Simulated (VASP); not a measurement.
# Ti9Si in VASP: a series of runs, part 2 of 2

VASP 6.6.1.

### 4 Single point, PBE

Contents of INCAR:

```
SYSTEM = Ti9Si
  PREC = Accurate
  ENCUT = 520
  EDIFF = 1E-6
  ISMEAR = 0
  SIGMA = 0.1
  LREAL = .FALSE.
  LASPH = .TRUE.
  NELM = 80
  ALGO = Normal
  ISIF = 2
  LWAVE = .FALSE.
  LCHARG = .FALSE.
  LDIPOL = .TRUE.
  IDIPOL = 3
  DIPOL = 0.5 0.5 0.335
  GGA = PE
  NBANDS = 67
```

Contents of KPOINTS:

```
Automatic mesh
0
G
  9 4 1
  0 0 0
```

Contents of POSCAR:

```
Ti9Si
1.0
    2.8319727881      0.0000000000      0.0000000000
    0.0000000000      7.9316622551      0.0000000000
    0.0000000000      0.0000000000     19.9268841387
Ti Si
9 1
Direct
    0.0000000000      0.5000000000      0.2007338414
    0.5000000000      0.1666666667      0.2007338414
    0.5000000000      0.8333333333      0.2007338414
    0.0000000000      0.0000000000      0.3122110470
    0.5000000000      0.6684928840      0.3108725343
    0.5000000000      0.3315071160      0.3108725343
    0.0000000000      0.5000000000      0.4177589349
    0.5000000000      0.1666364345      0.4228902060
    0.5000000000      0.8333635655      0.4228902060
    0.5000000000      0.1666364345      0.5455908260
```

Potentials or basis: VASP PAW PBE potentials, release 64 (Ti_sv, Si).

On the command line:

```bash
cat potpaw_PBE.64/Ti_sv/POTCAR potpaw_PBE.64/Si/POTCAR > POTCAR
mpirun -np 1 vasp_std > vasp.out
```

OUTCAR:

```text
SYSTEM = Ti9Si
   PREC = Accurate
   ENCUT = 520
   EDIFF = 1E-6
   ISMEAR = 0
   LREAL = .FALSE.
   LASPH = .TRUE.
   NELM = 80
   ISIF = 2
   GGA = PE

 ion  position               nearest neighbor table
   1  0.000  0.500  0.201-
   2  0.500  0.167  0.201-   6 2.55   3 2.64
   3  0.500  0.833  0.201-   5 2.55   2 2.64
   4  0.000  0.000  0.312-
   5  0.500  0.668  0.311-   3 2.55   9 2.59   6 2.67   7 2.89   7 2.89
   6  0.500  0.332  0.311-   2 2.55   8 2.59   5 2.67   7 2.89   7 2.89
   7  0.000  0.500  0.418-   5 2.89   6 2.89   5 2.89   6 2.89
   8  0.500  0.167  0.423-  10 2.45   6 2.59   9 2.64
   9  0.500  0.833  0.423-   5 2.59   8 2.64
  10  0.500  0.167  0.546-   8 2.45

  LATTYP: Found a simple orthorhombic cell.
 ALAT       =     2.8319727881
 B/A-ratio  =     2.8007551091
 C/A-ratio  =     7.0363967558

  Lattice vectors:

 A1 = (   2.8319727881,   0.0000000000,   0.0000000000)
 A2 = (   0.0000000000,   7.9316622551,   0.0000000000)
 A3 = (   0.0000000000,   0.0000000000,  19.9268841387)
[... 198 lines left out ...]
      4     -56.2150      2.00000
      5     -56.1485      2.00000
      6     -56.1414      2.00000
[... 1039 lines left out ...]
     66       1.7152      0.00000
     67       1.8400      0.00000

------------------------ aborting loop because EDIFF is reached ----------------------------------------

 vacuum level on the upper side and lower side of the slab       (xc-potential included)        -0.024        -0.420

  FORCE on cell =-STRESS in cart. coord.  units (eV):
  Direction    XX          YY          ZZ          XY          YZ          ZX
  --------------------------------------------------------------------------------------
  -------------------------------------------------------------------------------------
  Total       -6.7793250     -2.7391667      0.5507398      0.0000000      0.3515690      0.0000000
  in kB      -24.2663441     -9.8047465      1.9713528      0.0000000      1.2584284      0.0000000
  external PRESSURE =     -10.6999126 kB  Pullay stress =       0.0000000 kB

 VOLUME and BASIS-vectors are now :
 -----------------------------------------------------------------------------
  energy-cutoff  :      520.00
  volume of cell :      447.60
      direct lattice vectors                 reciprocal lattice vectors
     2.831972788  0.000000000  0.000000000     0.353110738  0.000000000  0.000000000
     0.000000000  7.931662255  0.000000000     0.000000000  0.126076977  0.000000000
     0.000000000  0.000000000 19.926884139     0.000000000  0.000000000  0.050183460

 POSITION                                       TOTAL-FORCE (eV/Angst)
 -----------------------------------------------------------------------------------
      0.00000      3.96583      4.00000         0.000000      0.004282      0.192443
      1.41599      1.32194      4.00000         0.000000     -0.014427     -0.008108
      1.41599      6.60972      4.00000         0.000000     -0.032856     -0.084501
      0.00000      0.00000      6.22139         0.000000     -0.130121     -0.250206
      1.41599      5.30226      6.19472         0.000000     -0.061256     -0.142475
      1.41599      2.62940      6.19472         0.000000      0.094152     -0.086826
      0.00000      3.96583      8.32463         0.000000     -0.231569      0.383086
      1.41599      1.32170      8.42688         0.000000      0.156253     -0.515077
      1.41599      6.60996      8.42688         0.000000      0.246769      0.502411
      1.41599      1.32170     10.87193         0.000000     -0.031226      0.009253
 -----------------------------------------------------------------------------------
    total drift:                                0.000000      0.000005      0.002436

  FREE ENERGIE OF THE ION-ELECTRON SYSTEM (eV)
  ---------------------------------------------------
  free  energy   TOTEN  =       -69.7380047899 eV

  energy  without entropy=      -69.6599195765  energy(sigma->0) =      -69.69896218

 vacuum level on the upper side and lower side of the slab         5.124         4.716
```

OSZICAR:

```text
N       E                     dE             d eps       ncg     rms          rms(c)
DAV:   1     0.139832747986E+04    0.13983E+04   -0.60050E+04  2370   0.167E+03
DAV:   2     0.120701666769E+03   -0.12776E+04   -0.12537E+04  2074   0.538E+02
DAV:   3    -0.428617319419E+02   -0.16356E+03   -0.15866E+03  3436   0.169E+02
[... 30 lines left out ...]
DAV:  34    -0.697379893778E+02   -0.16768E-04   -0.13900E-06  1444   0.843E-03    0.384E-03
DAV:  35    -0.697379968491E+02   -0.74713E-05   -0.58177E-07  1212   0.535E-03    0.344E-03
DAV:  36    -0.697380017337E+02   -0.48846E-05   -0.42819E-07  1236   0.368E-03    0.187E-03
DAV:  37    -0.697380040774E+02   -0.23437E-05   -0.32579E-07  1180   0.368E-03    0.866E-04
DAV:  38    -0.697380047899E+02   -0.71251E-06   -0.14166E-07  1145   0.203E-03
   1 F= -.69738005E+02 E0= -.69698962E+02  d E =-.780852E-01
```

It took 14 min on 1 thread of AMD EPYC 9R45 (Zen 5), shared host; peak memory 0.63 GiB.

What came out:

* Free energy: -69.7380 eV
* Largest force: 0.560 eV/Å
* Band gap on the k mesh: zero (bands 56 and 57 overlap by 0.26 eV)

Forces on the atoms (eV/Å):
```
Ti   0.000  0.004  0.192
Ti   0.000 -0.014 -0.008
Ti   0.000 -0.033 -0.085
Ti   0.000 -0.130 -0.250
Ti   0.000 -0.061 -0.142
Ti   0.000  0.094 -0.087
Ti   0.000 -0.232  0.383
Ti   0.000  0.156 -0.515
Ti   0.000  0.247  0.502
Si   0.000 -0.031  0.009
```

### 5 Single point, PBE

Contents of INCAR:

```
SYSTEM = Ti9Si
PREC     = Accurate       ! precision mode
ENCUT    = 520            ! plane-wave cutoff, eV
EDIFF    = 1E-6           ! SCF threshold, eV
ISMEAR   = 0              ! smearing method
SIGMA    = 0.1            ! smearing width, eV
LREAL    = .False.        ! projectors in reciprocal space
LASPH    = .True.         ! aspherical terms in the spheres
NELM     = 60             ! most SCF steps
ALGO     = Normal         ! electronic algorithm
ISIF     = 2              ! what is computed and relaxed
LWAVE    = .False.        ! write WAVECAR
LCHARG   = .True.         ! write CHGCAR
LDIPOL   = .True.       
IDIPOL   = 3            
DIPOL    = 0.5 0.5 0.333
GGA      = PE             ! functional
LELF     = .True.         ! ELF
LVHAR    = .True.       
LVACPOTAV= .True.       
NBANDS   = 67             ! bands
```

Contents of KPOINTS:

```
Automatic mesh
0
Gamma
  9 4 1
  0 0 0
```

Edit POSCAR of step 4 so:

```diff
@@ -17,2 +17,2 @@
     0.5000000000      0.8333635655      0.4228902060
-    0.5000000000      0.1666364345      0.5455908260
+    0.5000000000      0.6666364345      0.5259964910
```

On the command line:

```bash
cat potpaw_PBE.64/Ti_sv/POTCAR potpaw_PBE.64/Si/POTCAR > POTCAR
mpirun -np 1 vasp_std > vasp.out
```

Wall time 13 min (1 thread of AMD EPYC 9R45 (Zen 5), shared host); peak memory 0.63 GiB.

The run converged. Its results:

```yaml
Free_energy: -70.2015 eV
Largest_force: 1.039 eV/Å
Band_gap_on_the_k_mesh: zero (bands 56 and 57 overlap by 0.30 eV)
```

Forces in eV/Å, atoms in the order of the input:
```
Ti   0.000 -0.002  0.272
Ti   0.000  0.016 -0.094
Ti   0.000  0.026 -0.042
Ti   0.000  0.137 -0.167
Ti   0.000 -0.066 -0.493
Ti   0.000  0.034 -0.191
Ti   0.000  0.468  0.928
Ti   0.000  0.341  0.117
Ti   0.000 -0.302 -0.312
Si   0.000 -0.652 -0.017
```

Levels at points of the mesh, in eV from the Fermi level:
```tsv
k point	band 53	band 54	band 55	band 56	band 57	band 58	band 59	band 60
(0.00, 0.00, 0.00)	-0.35	-0.28	-0.20	-0.08	-0.05	0.00	0.18	0.25
(0.00, 0.50, 0.00)	-0.38	-0.33	-0.14	-0.01	0.20	0.26	0.31	0.44
```

### 6 Summary

| cell | gap on the mesh (eV) | largest force (eV/Å) |
| --- | --- | --- |
| as given, atomic positions A | none | 0.48 |
| as given, atomic positions B | none | 1.08 |
| as given, atomic positions C | none | 0.56 |
| as given, atomic positions D | none | 1.04 |

Alike in all rows: task single point; level PBE; potentials or basis VASP PAW PBE potentials, release 64 (Ti_sv, Si); no spin polarisation; k mesh 9 × 4 × 1; cutoff (eV) 520; smearing gaussian 0.1 eV.

Absolute energies hang on the potentials; compare differences alone.
